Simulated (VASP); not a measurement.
# B3N2 (P-62m) in VASP: notebook, part 2 of 3

VASP 6.6.1.

**3. Single point, PBE**

This run uses another cell than the first one, of 8.83 Å³/atom.

The input, INCAR:

```
PREC = Accurate
ENCUT = 1330
EDIFF = 1E-6
ISMEAR = 0
SIGMA = 0.1
LREAL = F
LASPH = T
NELM = 120
ALGO = Normal
ISIF = 2
LWAVE = F
LCHARG = F
GGA = PE
NBANDS = 18
GGA_COMPAT = F
```

The input, KPOINTS:

```
Automatic mesh
0
Gamma
  12 12 10
```

The input, POSCAR:

```
B3N2
1.0
    3.4473944759      0.0000000000      0.0000000000
   -1.7236972379      2.9855311930      0.0000000000
    0.0000000000      0.0000000000      4.2877180068
B N
3 2
Direct
    0.3344604659      0.0000000000      0.0000000000
    0.0000000000      0.3344604659      0.0000000000
    0.6655395341      0.6655395341      0.0000000000
    0.0000000000      0.0000000000      0.7580168508
    0.0000000000      0.0000000000      0.2419831492
```

Potentials or basis: VASP PAW PBE potentials, release 64 (B_h, N_h).

On the command line:

```
cat potpaw_PBE.64/B_h/POTCAR potpaw_PBE.64/N_h/POTCAR > POTCAR
mpirun -np 1 vasp_std > vasp.out
```

OUTCAR:

```text
PREC = Accurate
   ENCUT = 1330
   EDIFF = 1E-6
   ISMEAR = 0
   LREAL = F
   LASPH = T
   NELM = 120
   ISIF = 2
   GGA = PE

 ion  position               nearest neighbor table
   1  0.334  0.000  0.000-
   2  0.000  0.334  0.000-
   3  0.666  0.666  0.000-
   4  0.000  0.000  0.758-
   5  0.000  0.000  0.242-

  LATTYP: Found a hexagonal cell.
 ALAT       =     3.4473944759
 C/A-ratio  =     1.2437561285

  Lattice vectors:

 A1 = (   3.4473944759,   0.0000000000,   0.0000000000)
 A2 = (  -1.7236972379,   2.9855311930,   0.0000000000)
 A3 = (   0.0000000000,   0.0000000000,   4.2877180068)

Analysis of symmetry for initial positions (statically):
=====================================================================
 Subroutine PRICEL returns:
 Original cell was already a primitive cell.

 Routine SETGRP: Setting up the symmetry group for a
 hexagonal supercell.

 Subroutine GETGRP returns: Found 12 space group operations
 (whereof 12 operations were pure point group operations)
 out of a pool of 24 trial point group operations.

The static configuration has the point symmetry D_3h.

Analysis of symmetry for dynamics (positions and initial velocities):
=====================================================================
 Subroutine PRICEL returns:
 Original cell was already a primitive cell.

 Routine SETGRP: Setting up the symmetry group for a
 hexagonal supercell.

 Subroutine GETGRP returns: Found 12 space group operations
 (whereof 12 operations were pure point group operations)
 out of a pool of 24 trial point group operations.

The dynamic configuration has the point symmetry D_3h.

 Subroutine INISYM returns: Found 12 space group operations
 (whereof 12 operations are pure point group operations),
 and found     1 'primitive' translations

----------------------------------------------------------------------------------------

                                     Primitive cell

  volume of cell :      44.1305

  direct lattice vectors                    reciprocal lattice vectors
     3.447394476  0.000000000  0.000000000     0.290074144  0.167474385  0.000000000
    -1.723697238  2.985531193  0.000000000     0.000000000  0.334948770  0.000000000
     0.000000000  0.000000000  4.287718007     0.000000000  0.000000000  0.233224293

  length of vectors
     3.447394476  3.447394476  4.287718007     0.334948770  0.334948770  0.233224293

  position of ions in fractional coordinates (direct lattice)
     0.334460466  0.000000000  0.000000000
     0.000000000  0.334460466  0.000000000
     0.665539534  0.665539534  0.000000000
     0.000000000  0.000000000  0.758016851
     0.000000000  0.000000000  0.241983149

  ion indices of the primitive-cell ions
   primitive index   ion index
                 1           1
                 2           2
                 3           3
                 4           4
                 5           5

----------------------------------------------------------------------------------------

 KPOINTS: Automatic mesh

Automatic generation of k-mesh.
 Grid dimensions read from file:
 generate k-points for:   12   12   10

 Generating k-lattice:

  Cartesian coordinates                     Fractional coordinates (reciprocal lattice)
     0.024172845  0.013956199  0.000000000     0.083333333  0.000000000  0.000000000
     0.000000000  0.027912397  0.000000000     0.000000000  0.083333333  0.000000000
     0.000000000  0.000000000  0.023322429     0.000000000  0.000000000  0.100000000

  Length of vectors
     0.027912397  0.027912397  0.023322429

  Shift w.r.t. Gamma in fractional coordinates (k-lattice)
     0.000000000  0.000000000  0.000000000

 Subroutine IBZKPT returns following result:
 ===========================================

 Found    114 irreducible k-points:

 Following reciprocal coordinates:
            Coordinates               Weight
  0.000000  0.000000  0.000000      1.000000
  0.083333  0.000000  0.000000      6.000000
  0.166667 -0.000000  0.000000      6.000000
  0.250000 -0.000000  0.000000      6.000000
  0.333333 -0.000000  0.000000      6.000000
  0.416667 -0.000000  0.000000      6.000000
[... 16 lines left out ...]
  0.250000 -0.000000  0.100000     12.000000
  0.333333 -0.000000  0.100000     12.000000
 [... further k-points ...]
   k-points           NKPTS =    114   k-points in BZ     NKDIM =    114   number of bands    NBANDS=     18
   number of dos      NEDOS =    301   number of ions     NIONS =      5
   total plane-waves  NPLWV =  95256
   dimension x,y,z NGX =    42 NGY =   42 NGZ =   54
   dimension x,y,z NGXF=    84 NGYF=   84 NGZF=  108
   ions per type =               3   2
   NGX,Y,Z   is equivalent  to a cutoff of  20.25, 20.25, 20.94 a.u.
   NGXF,Y,Z  is equivalent  to a cutoff of  40.51, 40.51, 41.87 a.u.
 SYSTEM =  unknown system
   PREC   = accura    normal or accurate (medium, high low for compatibility)
   ISTART =      0    job   : 0-new  1-cont  2-samecut
   ICHARG =      2    charge: 1-file 2-atom 10-const
   ISPIN  =      1    spin polarized calculation?
   LNONCOLLINEAR =      F non collinear calculations
   LSORBIT =      F    spin-orbit coupling
   LASPH  =      T    aspherical Exc in radial PAW
   ENCUT  = 1330.0 eV  97.75 Ry    9.89 a.u.  10.25 10.25 12.75*2*pi/ulx,y,z
   NELM   =    120;   NELMIN=  2; NELMDL= -5     # of ELM steps
   EDIFF  = 0.1E-05   stopping-criterion for ELM
   LREAL  =      F    real-space projection
[... 7 lines left out ...]
   TEBEG  =    0.0;   TEEND  =   0.0 temperature during run
   PSTRESS=    0.0 pullay stress
   NELECT =      19.0000    total number of electrons
   NUPDOWN=      -1.0000    fix difference up-down
   EMIN   =  10.00;   EMAX   =-10.00  energy-range for DOS
   EFERMI =   0.00;   METHOD = LEGACY
   ISMEAR =     0;   SIGMA  =   0.10  broadening in eV -4-tet -1-fermi 0-gaus
   EFERMI_NEDOS =   21; number of points for ismear=-14 and -15
   IALGO  =     38    algorithm
   IMIX   =      4    mixing-type and parameters
     AMIX     =   0.40;   BMIX     =  1.00
     AMIX_MAG =   1.60;   BMIX_MAG =  1.00
  volume/ion in A,a.u.               =       8.83        59.56
  Fermi-wavevector in a.u.,A,eV,Ry     =   1.236174  2.336031 20.791434  1.528127
  Thomas-Fermi vector in A             =   2.370794
   LORBIT       =      0    0 simple, 1 ext, 2 COOP (PROOUT), +10 PAW based schemes
   GGA     = PE    functional components
   LHFCALC =     F    Hartree Fock is set to
   AEXX    =    0.0000 exact exchange contribution
   IVDW    =     0    specifies the selected vdW correction
   LEPSILON=     F    determine dielectric tensor
   LRPA    =     F    only Hartree local field effects (RPA)
 non-spin polarized calculation
 Gauss-broadening in eV      SIGMA  =   0.10
  energy-cutoff  :     1330.00
  volume of cell :       44.13
 maximum number of plane-waves:      4882
 NGX is ok and might be reduce to    42
   NGX = 21   NGY = 21   NGZ = 25

 number of electron      19.0000000 magnetization

 Free energy of the ion-electron system (eV)
  ---------------------------------------------------
  ext. energy  EPLUGINS =         0.00000000
  ---------------------------------------------------
  free energy    TOTEN  =       -33.98816764 eV

  energy without entropy =      -33.98816750  energy(sigma->0) =      -33.98816757

 E-fermi :   5.3627     XC(G=0): -10.3429

 val. band max:        5.0351465272   @ k =   0.4167   0.1667   0.3000
 cond. band min:       5.6388411912   @ k =   0.0000   0.0000   0.0000
 fundamental gap:      0.6036946640
 Fermi energy:         5.3627461661

 k-point     1 :       0.0000    0.0000    0.0000
  band No.  band energies     occupation
      1     -15.3218      2.00000
      2      -9.3521      2.00000
      3      -2.4218      2.00000
      4      -2.1212      2.00000
      5      -1.8309      2.00000
      6      -1.8309      2.00000
[... 10 lines left out ...]
     17      15.2904      0.00000
     18      15.2904      0.00000
[... 463 lines left out ...]
 k-point    24 :       0.3333   -0.0000    0.1000
  band No.  band energies     occupation
      1     -14.8765      2.00000
      2      -8.9670      2.00000
      3      -5.9389      2.00000
      4      -2.7925      2.00000
      5      -1.6268      2.00000
      6       0.0601      2.00000
[... 10 lines left out ...]
     17      16.0790      0.00000
     18      16.6604      0.00000

 [... further k-points ...]

------------------------ aborting loop because EDIFF is reached ----------------------------------------

  FORCE on cell =-STRESS in cart. coord.  units (eV):
  Direction    XX          YY          ZZ          XY          YZ          ZX
  --------------------------------------------------------------------------------------
  -------------------------------------------------------------------------------------
  Total       -0.0325987     -0.0325987     -0.0370075     -0.0000000      0.0000000      0.0000000
  in kB       -1.1835114     -1.1835114     -1.3435748     -0.0000000      0.0000000      0.0000000
  external PRESSURE =      -1.2368658 kB  Pullay stress =       0.0000000 kB

 VOLUME and BASIS-vectors are now :
 -----------------------------------------------------------------------------
  energy-cutoff  :     1330.00
  volume of cell :       44.13
      direct lattice vectors                 reciprocal lattice vectors
     3.447394476  0.000000000  0.000000000     0.290074144  0.167474385  0.000000000
    -1.723697238  2.985531193  0.000000000     0.000000000  0.334948770  0.000000000
     0.000000000  0.000000000  4.287718007     0.000000000  0.000000000  0.233224293

 POSITION                                       TOTAL-FORCE (eV/Angst)
 -----------------------------------------------------------------------------------
      1.15302      0.00000      0.00000         0.008203     -0.000000      0.000000
     -0.57651      0.99854      0.00000        -0.004102      0.007104      0.000000
      1.14719      1.98699      0.00000        -0.004102     -0.007104     -0.000000
      0.00000      0.00000      3.25016         0.000000     -0.000000     -0.005490
      0.00000      0.00000      1.03756         0.000000      0.000000      0.005490
 -----------------------------------------------------------------------------------
    total drift:                               -0.000000     -0.000000      0.000000

  FREE ENERGIE OF THE ION-ELECTRON SYSTEM (eV)
  ---------------------------------------------------
  free  energy   TOTEN  =       -33.9881676365 eV

  energy  without entropy=      -33.9881675011  energy(sigma->0) =      -33.98816757
```

OSZICAR:

```text
N       E                     dE             d eps       ncg     rms          rms(c)
DAV:   1     0.100950791814E+03    0.10095E+03   -0.15345E+04  4104   0.197E+03
DAV:   2    -0.249547555828E+02   -0.12591E+03   -0.11814E+03  5440   0.263E+02
DAV:   3    -0.354974099713E+02   -0.10543E+02   -0.10404E+02  5134   0.722E+01
DAV:   4    -0.356888959357E+02   -0.19149E+00   -0.19095E+00  5658   0.104E+01
DAV:   5    -0.356929334006E+02   -0.40375E-02   -0.40354E-02  5344   0.152E+00    0.690E+00
DAV:   6    -0.341404416746E+02    0.15525E+01   -0.27005E+00  5284   0.117E+01    0.266E+00
DAV:   7    -0.340028347772E+02    0.13761E+00   -0.60987E-01  5046   0.535E+00    0.147E+00
DAV:   8    -0.339847163428E+02    0.18118E-01   -0.92563E-02  5576   0.210E+00    0.385E-01
DAV:   9    -0.339874977817E+02   -0.27814E-02   -0.20235E-02  4536   0.102E+00    0.161E-01
DAV:  10    -0.339879163132E+02   -0.41853E-03   -0.21904E-03  4682   0.401E-01    0.444E-02
DAV:  11    -0.339881473889E+02   -0.23108E-03   -0.41427E-04  4920   0.159E-01    0.219E-02
DAV:  12    -0.339881660262E+02   -0.18637E-04   -0.34623E-05  4864   0.437E-02    0.635E-03
DAV:  13    -0.339881673506E+02   -0.13244E-05   -0.51342E-06  5172   0.173E-02    0.106E-03
DAV:  14    -0.339881676365E+02   -0.28592E-06   -0.47893E-07  3850   0.519E-03
   1 F= -.33988168E+02 E0= -.33988168E+02  d E =-.135368E-06
```

stdout:

```text
POSCAR found type information on POSCAR B N
 POSCAR found :  2 types and       5 ions
 scaLAPACK will be used
 LDA part: xc-table for (Slater+PW92), standard interpolation
 POSCAR, INCAR and KPOINTS ok, starting setup
 FFT: planning ... GRIDC
 FFT: planning ... GRID_SOFT
 FFT: planning ... GRID
 WAVECAR not read
 entering main loop
```

Wall time 2.5 min (1 thread of Intel Xeon Platinum 8559C (Emerald Rapids), shared host); peak memory 0.49 GiB.

Results:

* Free energy: -33.9882 eV
* Pressure: -0.1 GPa
* Largest force: 0.008 eV/Å
* Band gap on the k mesh: zero (an odd number of electrons rules out a gap without spin polarisation)

Forces in eV/Å, atoms in the order of the input:
```
B    0.008  0.000  0.000
B   -0.004  0.007  0.000
B   -0.004 -0.007  0.000
N    0.000  0.000 -0.005
N    0.000  0.000  0.005
```

Caveat: an odd number of electrons without spin polarisation forces a metal; a magnetic or distorted state may lie lower.

(Part 2 of 3 ends here.)

The gap in the log of VASP goes by the Fermi energy; the results here count the filled bands.